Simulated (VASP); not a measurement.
Runs of VASP 6.6.1 on HgH. The structure is that of space group P6/mmm (No. 191), or close to it. The cells are those of the table. 

```csv
task,cell,k mesh,cutoff (eV),gap on the mesh (eV),pressure (GPa)
single point,"a = 6.242, b = 6.242, c = 3.067 Å, angles 90.0, 90.0, 120.0°, 6 atoms",6 × 6 × 4,520,none,(a)
single point,"a = 6.502, b = 6.502, c = 2.923 Å, angles 90.0, 90.0, 120.0°, 6 atoms",3 × 3 × 6,520,none,0.2
relaxation of cell and atoms,"relaxed from a = 6.242, b = 6.242, c = 3.067 Å, angles 90.0, 90.0, 120.0°, 6 atoms",3 × 3 × 6,600,none,0.0
single point,"a = 5.034, b = 5.034, c = 4.062 Å, angles 90.0, 90.0, 120.0°, 6 atoms",6 × 6 × 4,520,none,25.3
single point,"a = 6.033, b = 6.033, c = 3.302 Å, angles 90.0, 90.0, 120.0°, 6 atoms",6 × 6 × 12,520,none,0.2
```

Alike in all rows: level PBE; potentials or basis VASP PAW PBE potentials, release 64 (Hg, H); no spin polarisation; smearing gaussian 0.1 eV.

Question: Estimate the missing entries.

Answer: (a) 0.5.

Caveats: some runs use coarse meshes; spin-orbit coupling is left out, which moves the levels of the heavy elements.

A k mesh can miss the band edges, and the runs leave out spin-orbit coupling on Hg.

A gap of «none» marks levels without a gap at the run's occupations.
